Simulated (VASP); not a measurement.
# Sb (Fm-3m) in VASP: notebook

Runs on Sb. Level: LDA. Tasks: relaxation of cell and atoms.

Program: VASP 6.6.1. These are calculated values, not measurements. Logs are shortened: lines on timing, memory, paths and dates and some standing lists are left out, and cuts for length are marked.

## 1. The cell of the first run

The structure is cubic, space group Fm-3m (No. 225). Conventional cell: a = 4.940 Å, b = 4.940 Å, c = 4.940 Å, α = 90.00°, β = 90.00°, γ = 90.00°. Sb (site symmetry m-3m) has 12 Sb at 3.49 Å within 4.6 Å.

This isn't the form of Sb at room conditions, which is rhombohedral.

## 2. Relaxation of cell and atoms, LDA, target pressure 10 GPa, at which the enthalpy is minimised

Contents of INCAR:

```
  ALGO = Normal
  EDIFF = 1E-7
  EDIFFG = -0.03
  ENCUT = 500
  GGA_COMPAT = False
  IBRION = 2
  ISIF = 3
  ISMEAR = -1
  LASPH = True
  LCHARG = False
  LREAL = False
  LWAVE = False
  NELM = 120
  NELMIN = 4
  NSW = 80
  PREC = Accurate
  PSTRESS = 100.0
  SIGMA = 0.05
```

Contents of KPOINTS:

```
k-points
0
Gamma
  8 8 8
```

Contents of POSCAR:

```
Sb
1.0
    0.0000000000      2.4700000000      2.4700000000
    2.4700000000      0.0000000000      2.4700000000
    2.4700000000      2.4700000000      0.0000000000
Sb
1
Direct
    0.0000000000      0.0000000000      0.0000000000
```

Potentials or basis: VASP PAW LDA potentials, release 64 (Sb).

Run with:

```console
$ cat potpaw_LDA.64/Sb/POTCAR > POTCAR
$ mpirun -np 1 vasp_std > vasp.out
```

OUTCAR:

```text
EDIFF = 1E-7
   EDIFFG = -0.03
   ENCUT = 500
   IBRION = 2
   ISIF = 3
   ISMEAR = -1
   LASPH = True
   LREAL = False
   NELM = 120
   NELMIN = 4
   NSW = 80
   PREC = Accurate
   PSTRESS = 100.0

 ion  position               nearest neighbor table
   1  0.000  0.000  0.000-

  LATTYP: Found a face centered cubic cell.
 ALAT       =     4.9400000000

  Lattice vectors:

 A1 = (   0.0000000000,   2.4700000000,   2.4700000000)
 A2 = (   2.4700000000,   0.0000000000,   2.4700000000)
 A3 = (   2.4700000000,   2.4700000000,   0.0000000000)

Analysis of symmetry for initial positions (statically):
=====================================================================
 Subroutine PRICEL returns:
 Original cell was already a primitive cell.

 Routine SETGRP: Setting up the symmetry group for a
 face centered cubic supercell.

 Subroutine GETGRP returns: Found 48 space group operations
 (whereof 48 operations were pure point group operations)
 out of a pool of 48 trial point group operations.

The static configuration has the point symmetry O_h .

Analysis of symmetry for dynamics (positions and initial velocities):
=====================================================================
 Subroutine PRICEL returns:
 Original cell was already a primitive cell.

 Routine SETGRP: Setting up the symmetry group for a
 face centered cubic supercell.

 Subroutine GETGRP returns: Found 48 space group operations
 (whereof 48 operations were pure point group operations)
 out of a pool of 48 trial point group operations.

The dynamic configuration has the point symmetry O_h .

 Subroutine INISYM returns: Found 48 space group operations
 (whereof 48 operations are pure point group operations),
 and found     1 'primitive' translations

----------------------------------------------------------------------------------------

                                     Primitive cell

  volume of cell :      30.1384

  direct lattice vectors                    reciprocal lattice vectors
     0.000000000  2.470000000  2.470000000    -0.202429150  0.202429150  0.202429150
     2.470000000  0.000000000  2.470000000     0.202429150 -0.202429150  0.202429150
     2.470000000  2.470000000  0.000000000     0.202429150  0.202429150 -0.202429150

  length of vectors
     3.493107499  3.493107499  3.493107499     0.350617572  0.350617572  0.350617572

  position of ions in fractional coordinates (direct lattice)
     0.000000000  0.000000000  0.000000000

  ion indices of the primitive-cell ions
   primitive index   ion index
                 1           1

----------------------------------------------------------------------------------------

 KPOINTS: k-points

Automatic generation of k-mesh.
 Grid dimensions read from file:
 generate k-points for:    8    8    8

 Generating k-lattice:

  Cartesian coordinates                     Fractional coordinates (reciprocal lattice)
    -0.025303644  0.025303644  0.025303644     0.125000000  0.000000000  0.000000000
     0.025303644 -0.025303644  0.025303644     0.000000000  0.125000000  0.000000000
     0.025303644  0.025303644 -0.025303644     0.000000000  0.000000000  0.125000000

  Length of vectors
     0.043827197  0.043827197  0.043827197

  Shift w.r.t. Gamma in fractional coordinates (k-lattice)
     0.000000000  0.000000000  0.000000000

 Subroutine IBZKPT returns following result:
 ===========================================

 Found     29 irreducible k-points:

 Following reciprocal coordinates:
            Coordinates               Weight
  0.000000  0.000000  0.000000      1.000000
  0.125000  0.000000  0.000000      8.000000
  0.250000  0.000000  0.000000      8.000000
  0.375000  0.000000  0.000000      8.000000
  0.500000  0.000000  0.000000      4.000000
  0.125000  0.125000  0.000000      6.000000
[... 16 lines left out ...]
  0.500000  0.250000  0.125000     48.000000
 -0.375000  0.250000  0.125000     24.000000
 [... further k-points ...]
   k-points           NKPTS =     29   k-points in BZ     NKDIM =     29   number of bands    NBANDS=      6
   number of dos      NEDOS =    301   number of ions     NIONS =      1
   total plane-waves  NPLWV =  21952
   dimension x,y,z NGX =    28 NGY =   28 NGZ =   28
   dimension x,y,z NGXF=    56 NGYF=   56 NGZF=   56
   ions per type =               1
   NGX,Y,Z   is equivalent  to a cutoff of  13.33, 13.33, 13.33 a.u.
   NGXF,Y,Z  is equivalent  to a cutoff of  26.65, 26.65, 26.65 a.u.
 SYSTEM =  unknown system
   PREC   = accura    normal or accurate (medium, high low for compatibility)
   ISTART =      0    job   : 0-new  1-cont  2-samecut
   ICHARG =      2    charge: 1-file 2-atom 10-const
   ISPIN  =      1    spin polarized calculation?
   LNONCOLLINEAR =      F non collinear calculations
   LSORBIT =      F    spin-orbit coupling
   LASPH  =      T    aspherical Exc in radial PAW
   ENCUT  =  500.0 eV  36.75 Ry    6.06 a.u.   6.37  6.37  6.37*2*pi/ulx,y,z
   NELM   =    120;   NELMIN=  4; NELMDL= -5     # of ELM steps
   EDIFF  = 0.1E-06   stopping-criterion for ELM
   LREAL  =      F    real-space projection
   EDIFFG = -.3E-01   stopping-criterion for IOM
   NSW    =     80    number of steps for IOM
   IBRION =      2    ionic relax: 0-MD 1-quasi-New 2-CG
   NFREE  =      1    steps in history (QN), initial steepest desc. (CG)
   ISIF   =      3    stress and relaxation
   ISYM   =      2    0-nonsym 1-usesym 2-fastsym
   POTIM  = 0.5000    time-step for ionic-motion
   TEBEG  =    0.0;   TEEND  =   0.0 temperature during run
   PSTRESS=  100.0 pullay stress
   NELECT =       5.0000    total number of electrons
   NUPDOWN=      -1.0000    fix difference up-down
   EMIN   =  10.00;   EMAX   =-10.00  energy-range for DOS
   EFERMI =   0.00;   METHOD = LEGACY
   ISMEAR =    -1;   SIGMA  =   0.05  broadening in eV -4-tet -1-fermi 0-gaus
   EFERMI_NEDOS =   21; number of points for ismear=-14 and -15
   IALGO  =     38    algorithm
   IMIX   =      4    mixing-type and parameters
     AMIX     =   0.40;   BMIX     =  1.00
     AMIX_MAG =   1.60;   BMIX_MAG =  1.00
  volume/ion in A,a.u.               =      30.14       203.38
  Fermi-wavevector in a.u.,A,eV,Ry     =   0.899548  1.699900 11.009663  0.809187
  Thomas-Fermi vector in A             =   2.022396
   LORBIT       =      0    0 simple, 1 ext, 2 COOP (PROOUT), +10 PAW based schemes
   GGA     = CA    functional components
   LHFCALC =     F    Hartree Fock is set to
   AEXX    =    0.0000 exact exchange contribution
   IVDW    =     0    specifies the selected vdW correction
   LEPSILON=     F    determine dielectric tensor
   LRPA    =     F    only Hartree local field effects (RPA)
 conjugate gradient relaxation of ions
 non-spin polarized calculation
  energy-cutoff  :      500.00
  volume of cell :       30.14
 maximum number of plane-waves:       778
 NGX is ok and might be reduce to    28
   NGX = 13   NGY = 13   NGZ = 13

--------------------------------------- Ionic step        1  -------------------------------------------

 number of electron       5.0000000 magnetization

 Free energy of the ion-electron system (eV)
  ---------------------------------------------------
  ext. energy  EPLUGINS =         0.00000000
  ---------------------------------------------------
  free energy    TOTEN  =        -4.41049022 eV

  energy without entropy =       -4.40403735  energy(sigma->0) =       -4.40726378

 E-fermi :   6.9464     XC(G=0):  -9.8963

 val. band max:        6.7349568301   @ k =   0.5000   0.2500   0.1250
 cond. band min:       6.9923938065   @ k =  -0.3750   0.3750   0.1250
 fundamental gap:      0.2574369764
 Fermi energy:         6.9464406640

 k-point     1 :       0.0000    0.0000    0.0000
  band No.  band energies     occupation
      1      -5.1250      2.00000
      2      11.4444      0.00000
      3      11.4444      0.00000
      4      11.4444      0.00000
      5      16.4377      0.00000
      6      16.4377      0.00000

 k-point     2 :       0.1250    0.0000    0.0000
  band No.  band energies     occupation
      1      -4.8514      2.00000
      2       9.4122      0.00000
      3      11.1576      0.00000
      4      11.1576      0.00000
      5      15.4306      0.00000
      6      16.8944      0.00000
[... 337 lines left out ...]
  FREE ENERGIE OF THE ION-ELECTRON SYSTEM (eV)
  ---------------------------------------------------
  free  energy   TOTEN  =        -4.4512817379 eV

  energy  without entropy=       -4.4370984795  energy(sigma->0) =       -4.44419011

  enthalpy is  TOTEN    =        -2.9928455028 eV   P V=        1.4584362351

--------------------------------------- Ionic step        5  -------------------------------------------

 number of electron       5.0000000 magnetization

 Free energy of the ion-electron system (eV)
  ---------------------------------------------------
  ext. energy  EPLUGINS =         0.00000000
  ---------------------------------------------------
  free energy    TOTEN  =        -4.44368830 eV

  energy without entropy =       -4.42950813  energy(sigma->0) =       -4.43659822

 E-fermi :  10.2985     XC(G=0): -11.0136

 val. band max:       10.2621167411   @ k =   0.5000   0.2500   0.1250
 cond. band min:      10.6375990665   @ k =   0.5000   0.3750   0.1250
 fundamental gap:      0.3754823255
 Fermi energy:        10.2985330166

 k-point     1 :       0.0000    0.0000    0.0000
  band No.  band energies     occupation
      1      -3.7001      2.00000
      2      16.8617      0.00000
      3      16.8617      0.00000
      4      16.8617      0.00000
      5      20.7063      0.00000
      6      20.7063      0.00000

 k-point     2 :       0.1250    0.0000    0.0000
  band No.  band energies     occupation
      1      -3.3465      2.00000
      2      13.9704      0.00000
      3      16.3759      0.00000
      4      16.3759      0.00000
      5      19.5612      0.00000
      6      21.4156      0.00000
[... 220 lines left out ...]
 POSITION                                       TOTAL-FORCE (eV/Angst)
 -----------------------------------------------------------------------------------
      0.00000      0.00000      0.00000         0.000000      0.000000     -0.000000
 -----------------------------------------------------------------------------------
    total drift:                                0.000000      0.000000      0.000000

  FREE ENERGIE OF THE ION-ELECTRON SYSTEM (eV)
  ---------------------------------------------------
  free  energy   TOTEN  =        -4.4436882977 eV

  energy  without entropy=       -4.4295081333  energy(sigma->0) =       -4.43659822

  enthalpy is  TOTEN    =        -2.9929853973 eV   P V=        1.4507029003

 reached required accuracy - stopping structural energy minimisation
```

Run time: 14 s. Hardware: 1 thread of AMD EPYC 7R13 (Zen 3), shared host; peak memory 0.12 GiB.

Results:

- Free energy: -4.4437 eV
- Relaxed volume: 23.24 Å³/atom
- Relaxed cell: a = 3.203 Å, b = 3.203 Å, c = 3.203 Å, α = 60.00°, β = 60.00°, γ = 60.00°
- Space group after relaxing (to 0.1 Å): Fm-3m (No. 225)
- Energy change on relaxing (the run minimises the enthalpy): -33.2 meV/atom
- Ionic steps: 5
- Pressure after relaxing: 10.1 GPa
- Band gap on the k mesh: zero (an odd number of electrons rules out a gap without spin polarisation)

Step by step:
| step | energy change (eV) | largest force (eV/Å) | pressure (GPa) | volume (Å³) |
| --- | --- | --- | --- | --- |
| 1 | 0.0000 | 0.0000 | -7.74 | 30.14 |
| 2 | 1.0002 | 0.0000 | 60.80 | 17.80 |
| 3 | -0.0551 | 0.0000 | 8.39 | 23.62 |
| 4 | -0.0408 | 0.0000 | 9.53 | 23.37 |
| 5 | -0.0332 | 0.0000 | 10.11 | 23.24 |

Final structure:
```
Sb
1.0
     0.00000    2.26509    2.26509
     2.26509    0.00000    2.26509
     2.26509    2.26509    0.00000
Sb
1
Direct
  0.00000 0.00000 0.00000
```

Levels at points of the mesh, in eV from the Fermi level:
```tsv
k point	band 1	band 2	band 3	band 4	band 5	band 6
(0.00, 0.00, 0.00)	-14.00	6.56	6.56	6.56	10.41	10.41
(0.50, 0.00, 0.00)	-9.40	-6.60	4.50	4.50	9.28	9.52
(0.50, 0.50, 0.00)	-7.34	-5.56	0.56	0.56	4.54	4.78
```

Caveat: the cell is relaxed towards a set pressure, so the run minimises the enthalpy, not the energy; the volume moved by over 15 % at a fixed basis, so the end points are rough; spin-orbit coupling is left out, which moves the levels of the heavy elements.

## 3. Relaxation of cell and atoms, LDA, target pressure 20 GPa, at which the enthalpy is minimised

Contents of INCAR:

```
  PREC = Accurate
  ENCUT = 500
  EDIFF = 1E-7
  ISMEAR = -1
  SIGMA = 0.05
  LREAL = F
  LASPH = T
  NELM = 120
  ALGO = Normal
  ISIF = 3
  LWAVE = F
  LCHARG = F
  IBRION = 2
  NSW = 80
  EDIFFG = -0.03
  PSTRESS = 200.0
  GGA_COMPAT = F
  NELMIN = 4
```

Contents of KPOINTS:

```
regular mesh
0
Gamma
  8 8 8
```

POSCAR is that of step 2.

Potentials or basis: VASP PAW LDA potentials, release 64 (Sb).

Run with:

```console
$ cat potpaw_LDA.64/Sb/POTCAR > POTCAR
$ mpirun -np 1 vasp_std > vasp.out
```

Wall time 14 s (1 thread of AMD EPYC 7R13 (Zen 3), shared host); peak memory 0.13 GiB.

It converged, with:

| Quantity | Value |
| --- | --- |
| Free energy | -4.2840 eV |
| Relaxed volume | 21.51 Å³/atom |
| Relaxed cell | a = 3.122 Å, b = 3.122 Å, c = 3.122 Å, α = 60.00°, β = 60.00°, γ = 60.00° |
| Space group after relaxing (to 0.1 Å) | Fm-3m (No. 225) |
| Energy change on relaxing (the run minimises the enthalpy) | +126.5 meV/atom |
| Ionic steps | 5 |
| Pressure after relaxing | 20.1 GPa |
| Band gap on the k mesh | zero (an odd number of electrons rules out a gap without spin polarisation) |

Step by step:
```tsv
step	energy change (eV)	largest force (eV/Å)	pressure (GPa)	volume (Å³)
1	0.0000	0.0000	-7.74	30.14
2	5.4796	0.0000	267.72	12.63
3	0.0215	0.0000	13.86	22.51
4	0.0690	0.0000	16.79	22.01
5	0.1265	0.0000	20.14	21.51
```

Final structure:
```
Sb
1.0
     0.00000    2.20738    2.20738
     2.20738    0.00000    2.20738
     2.20738    2.20738    0.00000
Sb
1
Direct
  0.00000 0.00000 0.00000
```

Levels at points of the mesh, in eV from the Fermi level:
```
           k point  band 1  band 2  band 3  band 4  band 5  band 6
(0.00, 0.00, 0.00)  -14.75    7.21    7.21    7.21   10.38   10.64
(0.50, 0.00, 0.00)   -9.65   -7.20    4.91    4.91    9.70    9.78
(0.50, 0.50, 0.00)   -7.33   -6.06    0.55    0.55    4.66    4.75
```

Caveat: the cell is relaxed towards a set pressure, so the run minimises the enthalpy, not the energy; the volume moved by over 15 % at a fixed basis, so the end points are rough; spin-orbit coupling is left out, which moves the levels of the heavy elements.

## 4. Relaxation of cell and atoms, LDA, target pressure 30 GPa, at which the enthalpy is minimised

Contents of INCAR:

```
PREC = Accurate
ENCUT = 500
EDIFF = 1E-7
ISMEAR = -1
SIGMA = 0.05
LREAL = False
LASPH = True
NELM = 120
ALGO = Normal
ISIF = 3
LWAVE = False
LCHARG = False
IBRION = 2
NSW = 80
EDIFFG = -0.03
PSTRESS = 300.0
GGA_COMPAT = False
NELMIN = 4
```

Contents of KPOINTS:

```
Automatic mesh
0
Gamma
  8 8 8
```

POSCAR is that of step 3.

Potentials or basis: VASP PAW LDA potentials, release 64 (Sb).

Run with:

```console
$ cat potpaw_LDA.64/Sb/POTCAR > POTCAR
$ mpirun -np 1 vasp_std > vasp.out
```

OUTCAR:

```text
PREC = Accurate
   ENCUT = 500
   EDIFF = 1E-7
   ISMEAR = -1
   LREAL = False
   LASPH = True
   NELM = 120
   ISIF = 3
   IBRION = 2
   NSW = 80
   EDIFFG = -0.03
   PSTRESS = 300.0
   NELMIN = 4

 ion  position               nearest neighbor table
   1  0.000  0.000  0.000-

  LATTYP: Found a face centered cubic cell.
 ALAT       =     4.9400000000

  Lattice vectors:

 A1 = (   0.0000000000,   2.4700000000,   2.4700000000)
 A2 = (   2.4700000000,   0.0000000000,   2.4700000000)
 A3 = (   2.4700000000,   2.4700000000,   0.0000000000)

Analysis of symmetry for initial positions (statically):
=====================================================================
 Subroutine PRICEL returns:
 Original cell was already a primitive cell.

[... 156 lines left out ...]
   NGX = 13   NGY = 13   NGZ = 13

--------------------------------------- Ionic step        1  -------------------------------------------

 number of electron       5.0000000 magnetization

 Free energy of the ion-electron system (eV)
  ---------------------------------------------------
  ext. energy  EPLUGINS =         0.00000000
  ---------------------------------------------------
  free energy    TOTEN  =        -4.41049022 eV

  energy without entropy =       -4.40403735  energy(sigma->0) =       -4.40726378

 E-fermi :   6.9464     XC(G=0):  -9.8963

 val. band max:        6.7349568301   @ k =   0.5000   0.2500   0.1250
 cond. band min:       6.9923938065   @ k =  -0.3750   0.3750   0.1250
 fundamental gap:      0.2574369764
 Fermi energy:         6.9464406640
[... 736 lines left out ...]
--------------------------------------- Ionic step        9  -------------------------------------------

 number of electron       5.0000000 magnetization

 Free energy of the ion-electron system (eV)
  ---------------------------------------------------
  ext. energy  EPLUGINS =         0.00000000
  ---------------------------------------------------
  free energy    TOTEN  =        -4.09873750 eV

  energy without entropy =       -4.08707488  energy(sigma->0) =       -4.09290619

 E-fermi :  12.5099     XC(G=0): -11.6247

 val. band max:       12.4873201109   @ k =   0.5000   0.2500   0.1250
 cond. band min:      12.5449271179   @ k =  -0.3750   0.2500   0.1250
 fundamental gap:      0.0576070070
 Fermi energy:        12.5098870355
[... 248 lines left out ...]
  energy  without entropy=       -4.0870748792  energy(sigma->0) =       -4.09290619

  enthalpy is  TOTEN    =        -0.2946185212 eV   P V=        3.8041189799

 reached required accuracy - stopping structural energy minimisation
```

Wall time 23 s (1 thread of AMD EPYC 7R13 (Zen 3), shared host); peak memory 0.14 GiB.

Results:

```yaml
Free_energy: -4.0987 eV
Relaxed_volume: 20.32 Å³/atom
Relaxed_cell: a = 3.063 Å, b = 3.063 Å, c = 3.063 Å, α = 60.00°, β = 60.00°, γ = 60.00°
Space_group_after_relaxing_to_0.1_Å: Fm-3m (No. 225)
Energy_change_on_relaxing_the_run_minimises_the_enthalpy: +311.8 meV/atom
Ionic_steps: 9
Pressure_after_relaxing: 30.0 GPa
Band_gap_on_the_k_mesh: zero (an odd number of electrons rules out a gap without spin polarisation)
```

The path:
| step | energy change (eV) | largest force (eV/Å) | pressure (GPa) | volume (Å³) |
| --- | --- | --- | --- | --- |
| 1 | 0.0000 | 0.0000 | -7.74 | 30.14 |
| 2 | 19.4133 | 0.0000 | 1018.36 | 8.57 |
| 3 | -0.1103 | 0.0000 | -1.56 | 26.62 |
| 4 | -0.0885 | 0.0000 | 5.20 | 24.42 |
| 5 | 0.4591 | 0.0000 | 37.06 | 19.61 |
| 6 | 0.2869 | 0.0000 | 28.75 | 20.45 |
| 7 | 0.3180 | 0.0000 | 30.31 | 20.28 |
| 8 | 0.2991 | 0.0000 | 29.36 | 20.38 |
| 9 | 0.3118 | 0.0000 | 30.00 | 20.32 |

Final structure:
```
Sb
1.0
     0.00000    2.16573    2.16573
     2.16573    0.00000    2.16573
     2.16573    2.16573    0.00000
Sb
1
Direct
  0.00000 0.00000 0.00000
```

Caveat: the cell is relaxed towards a set pressure, so the run minimises the enthalpy, not the energy; the volume moved by over 15 % at a fixed basis, so the end points are rough; spin-orbit coupling is left out, which moves the levels of the heavy elements.

## 5. The runs side by side

| cell | gap on the mesh (eV) | pressure (GPa) |
| --- | --- | --- |
| relaxed to 10 GPa | none | 10.1 |
| relaxed to 20 GPa | none | 20.1 |
| relaxed to 30 GPa | none | 30.0 |

Alike in all rows: task relaxation of cell and atoms; level LDA; potentials or basis VASP PAW LDA potentials, release 64 (Sb); no spin polarisation; k mesh 8 × 8 × 8; cutoff (eV) 500; smearing fermi-dirac 0.05 eV.

Caveats: the cell is relaxed towards a set pressure, so the run minimises the enthalpy, not the energy; the volume moved by over 15 % at a fixed basis, so the end points are rough; spin-orbit coupling is left out, which moves the levels of the heavy elements.

Total energies depend on the potentials used, so only differences within one code and one set of settings carry meaning.
